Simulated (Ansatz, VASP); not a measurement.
# Si: VASP beside Ansatz

File INCAR:

```
ALGO = Normal
EDIFF = 1E-6
ENCUT = 500
GGA = PE
GGA_COMPAT = False
ISIF = 2
ISMEAR = -1
LASPH = True
LCHARG = False
LREAL = False
LWAVE = False
NBANDS = 11
NELM = 120
PREC = Accurate
SIGMA = 0.02
```

KPOINTS

```
k-points
0
Gamma
  6 6 6
```

Contents of POSCAR:

```
Si
1.0
    0.0000000000      2.7218511865      2.7218511865
    2.7218511865      0.0000000000      2.7218511865
    2.7218511865      2.7218511865      0.0000000000
Si
2
Direct
    0.5000000000      0.5000000000      0.5000000000
    0.7500000000      0.7500000000      0.7500000000
```

File input.yaml:

```yaml
crystal:
  lattice:
    - [0.0, 2.7218511865, 2.7218511865]
    - [2.7218511865, 0.0, 2.7218511865]
    - [2.7218511865, 2.7218511865, 0.0]
  atoms:
    - { symbol: Si, position: [0.5, 0.5, 0.5] }
    - { symbol: Si, position: [0.75, 0.75, 0.75] }
kpoints:
  mp_grid: { grid: [6, 6, 6] }
scf:
  occupations: { method: fermi_dirac, width: 0.02 }
hamiltonian:
  xc: pbe
  pseudopotentials: { kind: all_electron, lapw: { basis_error: 0.002 } }
output:
  forces: true
  stress: true
  eigenvalues: true
```

Alike in both runs: task single point; functional PBE; k mesh 6 × 6 × 6; occupations fermi-dirac, width 0.02 eV; no spin polarisation.

|  | VASP | Ansatz |
| --- | --- | --- |
| version | VASP 6.6.1 | Ansatz 0.2.0 |
| potentials or method | VASP PAW PBE potentials, release 64 (Si), cutoff 500 eV | all-electron LAPW, scalar-relativistic |

|  | VASP | Ansatz | Ansatz less VASP |
| --- | --- | --- | --- |
| gap on the k mesh at the Fermi level (eV) | 0.72 | 0.72 | +0.001 |
| least direct gap on the mesh (eV) | 2.56 | 2.56 | -0.004 |
| pressure (GPa) | 1.3 | 1.4 | +0.06 |

Ansatz ran all-electron here, and VASP with PAW potentials.
